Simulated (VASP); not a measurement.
# Si2Mo (I4/mmm) in VASP: further runs

Runs on Si2Mo. Level: PBE. Tasks: single point.

Program: VASP 6.6.1. These are calculated values, not measurements. Logs are shortened: lines on timing, memory, paths and dates and some standing lists are left out, and cuts for length are marked.

**1. The cell of the first run**

It takes space group I4/mmm (No. 139, tetragonal). The conventional cell has a = 3.217 Å, b = 3.217 Å, c = 7.873 Å, α = 90.00°, β = 90.00°, γ = 90.00°. Si (site symmetry 4mm) has 9 Si at 2.60 to 3.22 Å and 5 Mo at 2.62 to 2.64 Å within 3.4 Å. Mo (site symmetry 4/mmm) has 10 Si at 2.62 to 2.64 Å and 4 Mo at 3.22 Å within 3.5 Å.

**2. Single point, PBE**

Input file INCAR:

```
ALGO = Normal
EDIFF = 1E-6
ENCUT = 520
GGA = PE
ISIF = 2
ISMEAR = 0
ISYM = 0
LASPH = T
LCHARG = F
LREAL = F
LWAVE = F
NBANDS = 18
NELM = 80
PREC = Accurate
SIGMA = 0.1
```

Input file KPOINTS:

```
k-points
0
Gamma
  11 11 9
```

Input file POSCAR:

```
Si2Mo
1.0
    3.2168473669      0.0000000000      0.0000000000
    0.0000000000      3.2168473669      0.0000000000
    1.6084236834     -1.6084236834      3.9365100041
Si Mo
2 1
Direct
    0.6649008607      0.3350991393      0.6701982785
    0.3350991393      0.6649008607      0.3298017215
    0.0000000000      0.0000000000      0.0000000000
```

Potentials or basis: VASP PAW PBE potentials, release 64 (Si, Mo_sv).

Launch:

```
$ cat potpaw_PBE.64/Si/POTCAR potpaw_PBE.64/Mo_sv/POTCAR > POTCAR
$ mpirun -np 1 vasp_std > vasp.out
```

OUTCAR:

```text
EDIFF = 1E-6
   ENCUT = 520
   GGA = PE
   ISIF = 2
   ISMEAR = 0
   ISYM = 0
   LASPH = T
   LREAL = F
   NELM = 80
   PREC = Accurate

 ion  position               nearest neighbor table
   1  0.665  0.335  0.670-   2 2.60   3 2.62   3 2.62   3 2.62   3 2.62   3 2.64   2 2.64   2 2.64
                             2 2.64   2 2.64
   2  0.335  0.665  0.330-   1 2.60   3 2.62   3 2.62   3 2.62   3 2.62   3 2.64   1 2.64   1 2.64
                             1 2.64   1 2.64
   3  0.000  0.000  0.000-   1 2.62   2 2.62   2 2.62   1 2.62   1 2.62   2 2.62   2 2.62   1 2.62
                             2 2.64   1 2.64

IMPORTANT INFORMATION: All symmetrisations will be switched off!
NOSYMM: (Re-)initialisation of all symmetry stuff for point group C_1.

----------------------------------------------------------------------------------------

                                     Primitive cell

  volume of cell :      40.7354

  direct lattice vectors                    reciprocal lattice vectors
     3.216847367  0.000000000  0.000000000     0.310863366  0.000000000 -0.127016062
     0.000000000  3.216847367  0.000000000     0.000000000  0.310863366  0.127016062
     1.608423683 -1.608423683  3.936510004     0.000000000  0.000000000  0.254032125

  length of vectors
     3.216847367  3.216847367  4.546445260     0.335811126  0.335811126  0.254032125

  position of ions in fractional coordinates (direct lattice)
     0.664900861  0.335099139  0.670198279
     0.335099139  0.664900861  0.329801721
     0.000000000  0.000000000  0.000000000

  ion indices of the primitive-cell ions
   primitive index   ion index
                 1           1
                 2           2
                 3           3

----------------------------------------------------------------------------------------

 KPOINTS: k-points

Automatic generation of k-mesh.
 Grid dimensions read from file:
 generate k-points for:   11   11    9

 Generating k-lattice:

  Cartesian coordinates                     Fractional coordinates (reciprocal lattice)
     0.028260306  0.000000000 -0.011546915     0.090909091  0.000000000  0.000000000
     0.000000000  0.028260306  0.011546915     0.000000000  0.090909091 -0.000000000
     0.000000000  0.000000000  0.028225792     0.000000000  0.000000000  0.111111111

  Length of vectors
     0.030528284  0.030528284  0.028225792

  Shift w.r.t. Gamma in fractional coordinates (k-lattice)
     0.000000000  0.000000000  0.000000000

 -----------------------------------------------------------------------------
|                                                                             |
|           W    W    AA    RRRRR   N    N  II  N    N   GGGG   !!!           |
|           W    W   A  A   R    R  NN   N  II  NN   N  G    G  !!!           |
|           W    W  A    A  R    R  N N  N  II  N N  N  G       !!!           |
|           W WW W  AAAAAA  RRRRR   N  N N  II  N  N N  G  GGG   !            |
|           WW  WW  A    A  R   R   N   NN  II  N   NN  G    G                |
|           W    W  A    A  R    R  N    N  II  N    N   GGGG   !!!           |
|                                                                             |
|     Your reciprocal lattice and k-lattice belong to different lattice       |
|     classes:                                                                |
|                                                                             |
|        The reciprocal lattice is body-centered tetragonal,                  |
|        whereas your k-lattice is base-centered monoclinic.                  |
|                                                                             |
|     Results are often still useful ...                                      |
|                                                                             |
 -----------------------------------------------------------------------------

 WARNING: IBZKPT: internal override: KBLOWUP is changed to .FALSE.
      ... skipping the blow-up phase ...

 Subroutine IBZKPT returns following result:
 ===========================================

 Found    545 irreducible k-points:

 Following reciprocal coordinates:
            Coordinates               Weight
  0.000000  0.000000  0.000000      1.000000
  0.090909  0.000000  0.000000      2.000000
  0.181818  0.000000  0.000000      2.000000
  0.272727  0.000000 -0.000000      2.000000
  0.363636  0.000000  0.000000      2.000000
  0.454545  0.000000  0.000000      2.000000
[... 16 lines left out ...]
  0.454545  0.181818  0.000000      2.000000
 -0.454545  0.181818 -0.000000      2.000000
 [... further k-points ...]
   k-points           NKPTS =    545   k-points in BZ     NKDIM =    545   number of bands    NBANDS=     18
   number of dos      NEDOS =    301   number of ions     NIONS =      3
   total plane-waves  NPLWV =  20736
   dimension x,y,z NGX =    24 NGY =   24 NGZ =   36
   dimension x,y,z NGXF=    48 NGYF=   48 NGZF=   72
   ions per type =               2   1
   NGX,Y,Z   is equivalent  to a cutoff of  12.40, 12.40, 13.16 a.u.
   NGXF,Y,Z  is equivalent  to a cutoff of  24.81, 24.81, 26.33 a.u.
 SYSTEM =  unknown system
   PREC   = accura    normal or accurate (medium, high low for compatibility)
   ISTART =      0    job   : 0-new  1-cont  2-samecut
   ICHARG =      2    charge: 1-file 2-atom 10-const
   ISPIN  =      1    spin polarized calculation?
   LNONCOLLINEAR =      F non collinear calculations
   LSORBIT =      F    spin-orbit coupling
   LASPH  =      T    aspherical Exc in radial PAW
   ENCUT  =  520.0 eV  38.22 Ry    6.18 a.u.   5.98  5.98  8.45*2*pi/ulx,y,z
   NELM   =     80;   NELMIN=  2; NELMDL= -5     # of ELM steps
   EDIFF  = 0.1E-05   stopping-criterion for ELM
   LREAL  =      F    real-space projection
   EDIFFG = 0.1E-04   stopping-criterion for IOM
   NSW    =      0    number of steps for IOM
   IBRION =     -1    ionic relax: 0-MD 1-quasi-New 2-CG
   NFREE  =      0    steps in history (QN), initial steepest desc. (CG)
   ISIF   =      2    stress and relaxation
   ISYM   =      0    0-nonsym 1-usesym 2-fastsym
   POTIM  = 0.5000    time-step for ionic-motion
   TEBEG  =    0.0;   TEEND  =   0.0 temperature during run
   PSTRESS=    0.0 pullay stress
   NELECT =      22.0000    total number of electrons
   NUPDOWN=      -1.0000    fix difference up-down
   EMIN   =  10.00;   EMAX   =-10.00  energy-range for DOS
   EFERMI =   0.00;   METHOD = LEGACY
   ISMEAR =     0;   SIGMA  =   0.10  broadening in eV -4-tet -1-fermi 0-gaus
   EFERMI_NEDOS =   21; number of points for ismear=-14 and -15
   IALGO  =     38    algorithm
   IMIX   =      4    mixing-type and parameters
     AMIX     =   0.40;   BMIX     =  1.00
     AMIX_MAG =   1.60;   BMIX_MAG =  1.00
  volume/ion in A,a.u.               =      13.58        91.63
  Fermi-wavevector in a.u.,A,eV,Ry     =   1.333189  2.519361 24.182889  1.777392
  Thomas-Fermi vector in A             =   2.462066
   LORBIT       =      0    0 simple, 1 ext, 2 COOP (PROOUT), +10 PAW based schemes
   GGA     = PE    functional components
   LHFCALC =     F    Hartree Fock is set to
   AEXX    =    0.0000 exact exchange contribution
   IVDW    =     0    specifies the selected vdW correction
   LEPSILON=     F    determine dielectric tensor
   LRPA    =     F    only Hartree local field effects (RPA)
 non-spin polarized calculation
 Gauss-broadening in eV      SIGMA  =   0.10
  energy-cutoff  :      520.00
  volume of cell :       40.74
 maximum number of plane-waves:      1126
   NGX = 11   NGY = 11   NGZ = 17

 number of electron      21.9999999 magnetization

 Free energy of the ion-electron system (eV)
  ---------------------------------------------------
  ext. energy  EPLUGINS =         0.00000000
  ---------------------------------------------------
  free energy    TOTEN  =       -23.26083072 eV

  energy without entropy =      -23.25849706  energy(sigma->0) =      -23.25966389

 E-fermi :  12.0373     XC(G=0): -12.3691

 val. band max:       12.0337719769   @ k =  -0.0909   0.0000   0.2222
 cond. band min:      12.0427321603   @ k =  -0.1818   0.0909   0.3333
 fundamental gap:      0.0089601834
 Fermi energy:        12.0373260106

 k-point     1 :       0.0000    0.0000    0.0000
  band No.  band energies     occupation
      1     -48.6619      2.00000
      2     -22.8042      2.00000
      3     -22.7362      2.00000
      4     -22.7358      2.00000
      5      -1.2495      2.00000
      6       5.7652      2.00000
[... 10 lines left out ...]
     17      17.1212      0.00000
     18      17.1216      0.00000

 k-point     2 :       0.0909    0.0000    0.0000
  band No.  band energies     occupation
      1     -48.6606      2.00000
      2     -22.8028      2.00000
      3     -22.7556      2.00000
      4     -22.7342      2.00000
      5      -1.1011      2.00000
      6       5.7670      2.00000
[... 10 lines left out ...]
     17      17.2447      0.00000
     18      17.9781      0.00000

 k-point     3 :       0.1818    0.0000    0.0000
  band No.  band energies     occupation
      1     -48.6569      2.00000
      2     -22.8081      2.00000
      3     -22.7985      2.00000
      4     -22.7293      2.00000
      5      -0.6647      2.00000
      6       5.6804      2.00000
[... 10 lines left out ...]
     17      18.0136      0.00000
     18      19.6243      0.00000

 k-point     4 :       0.2727    0.0000   -0.0000
  band No.  band energies     occupation
      1     -48.6521      2.00000
      2     -22.8756      2.00000
      3     -22.7936      2.00000
      4     -22.7229      2.00000
      5       0.0334      2.00000
      6       5.2053      2.00000
[... 10 lines left out ...]
     17      19.0028      0.00000
     18      21.0160      0.00000

 k-point     5 :       0.3636    0.0000    0.0000
  band No.  band energies     occupation
      1     -48.6477      2.00000
      2     -22.9372      2.00000
      3     -22.7888      2.00000
      4     -22.7170      2.00000
      5       0.9509      2.00000
      6       4.2891      2.00000
[... 10 lines left out ...]
     17      18.7967      0.00000
     18      20.6979      0.00000

 k-point     6 :       0.4545    0.0000    0.0000
  band No.  band energies     occupation
      1     -48.6450      2.00000
      2     -22.9734      2.00000
      3     -22.7859      2.00000
      4     -22.7135      2.00000
      5       2.0271      2.00000
      6       3.1776      2.00000
[... 10 lines left out ...]
     17      18.4075      0.00000
     18      19.3553      0.00000

 k-point     7 :       0.0000    0.0909   -0.0000
  band No.  band energies     occupation
      1     -48.6606      2.00000
      2     -22.8028      2.00000
      3     -22.7556      2.00000
      4     -22.7342      2.00000
      5      -1.1011      2.00000
      6       5.7670      2.00000
[... 10 lines left out ...]
     17      17.2447      0.00000
     18      17.9781      0.00000

 k-point     8 :       0.0909    0.0909    0.0000
  band No.  band energies     occupation
      1     -48.6592      2.00000
      2     -22.8004      2.00000
      3     -22.7552      2.00000
      4     -22.7521      2.00000
      5      -0.9974      2.00000
      6       5.9854      2.00000
[... 10 lines left out ...]
     17      17.7505      0.00000
     18      18.1326      0.00000
[... 229 lines left out ...]
     17      18.0496      0.00000
     18      19.6558      0.00000

 k-point    20 :       0.1818    0.1818    0.0000
  band No.  band energies     occupation
      1     -48.6520      2.00000
      2     -22.8037      2.00000
      3     -22.7957      2.00000
      4     -22.7904      2.00000
      5      -0.2720      2.00000
      6       6.4856      2.00000
[... 10 lines left out ...]
     17      19.2952      0.00000
     18      19.4514      0.00000

 k-point    21 :       0.2727    0.1818   -0.0000
  band No.  band energies     occupation
      1     -48.6473      2.00000
      2     -22.8665      2.00000
      3     -22.7918      2.00000
      4     -22.7844      2.00000
      5       0.3202      2.00000
      6       6.0752      2.00000
[... 10 lines left out ...]
     17      17.7407      0.00000
     18      19.5677      0.00000

 k-point    22 :       0.3636    0.1818    0.0000
  band No.  band energies     occupation
      1     -48.6429      2.00000
      2     -22.9268      2.00000
      3     -22.7850      2.00000
      4     -22.7796      2.00000
      5       1.1344      2.00000
      6       4.9236      2.00000
[... 10 lines left out ...]
     17      18.6048      0.00000
     18      19.7772      0.00000

 k-point    23 :       0.4545    0.1818    0.0000
  band No.  band energies     occupation
      1     -48.6403      2.00000
      2     -22.9625      2.00000
      3     -22.7809      2.00000
      4     -22.7776      2.00000
      5       2.1109      2.00000
      6       3.7836      2.00000
[... 10 lines left out ...]
     17      19.3918      0.00000
     18      20.2762      0.00000

 k-point    24 :      -0.4545    0.1818   -0.0000
  band No.  band energies     occupation
      1     -48.6402      2.00000
      2     -22.9626      2.00000
      3     -22.7812      2.00000
      4     -22.7789      2.00000
      5       2.6304      2.00000
      6       3.2208      2.00000
[... 10 lines left out ...]
     17      19.4246      0.00000
     18      21.0163      0.00000

 [... further k-points ...]

------------------------ aborting loop because EDIFF is reached ----------------------------------------

  FORCE on cell =-STRESS in cart. coord.  units (eV):
  Direction    XX          YY          ZZ          XY          YZ          ZX
  --------------------------------------------------------------------------------------
  -------------------------------------------------------------------------------------
  Total        0.0544616      0.0544632      0.0343434      0.0065004     -0.0020264      0.0020268
  in kB        2.1420457      2.1421082      1.3507695      0.2556677     -0.0797010      0.0797174
  external PRESSURE =       1.8783078 kB  Pullay stress =       0.0000000 kB

 VOLUME and BASIS-vectors are now :
 -----------------------------------------------------------------------------
  energy-cutoff  :      520.00
  volume of cell :       40.74
      direct lattice vectors                 reciprocal lattice vectors
     3.216847367  0.000000000  0.000000000     0.310863366  0.000000000 -0.127016062
     0.000000000  3.216847367  0.000000000     0.000000000  0.310863366  0.127016062
     1.608423683 -1.608423683  3.936510004     0.000000000  0.000000000  0.254032125

 POSITION                                       TOTAL-FORCE (eV/Angst)
 -----------------------------------------------------------------------------------
      3.21685      0.00000      2.63824         0.000203     -0.000203      0.001201
      1.60842      1.60842      1.29827        -0.000203      0.000203     -0.001201
      0.00000      0.00000      0.00000         0.000000      0.000000      0.000000
 -----------------------------------------------------------------------------------
    total drift:                                0.000000      0.000000      0.000000

  FREE ENERGIE OF THE ION-ELECTRON SYSTEM (eV)
  ---------------------------------------------------
  free  energy   TOTEN  =       -23.2608307241 eV

  energy  without entropy=      -23.2584970609  energy(sigma->0) =      -23.25966389
```

Run time: 2.9 min. Hardware: 1 thread of AMD EPYC 9R45 (Zen 5), shared host; peak memory 0.43 GiB.

What came out:

```yaml
Free_energy: -23.2608 eV
Pressure: 0.2 GPa
Band_gap_on_the_k_mesh: zero (bands 11 and 12 overlap by 0.83 eV)
```

Levels at points of the mesh, in eV from the Fermi level:
```tsv
k point	band 9	band 10	band 11	band 12	band 13	band 14
(0.00, 0.00, 0.00)	-2.55	-2.55	0.39	3.11	3.28	3.51
```

(Continued in part 2 of 2.)
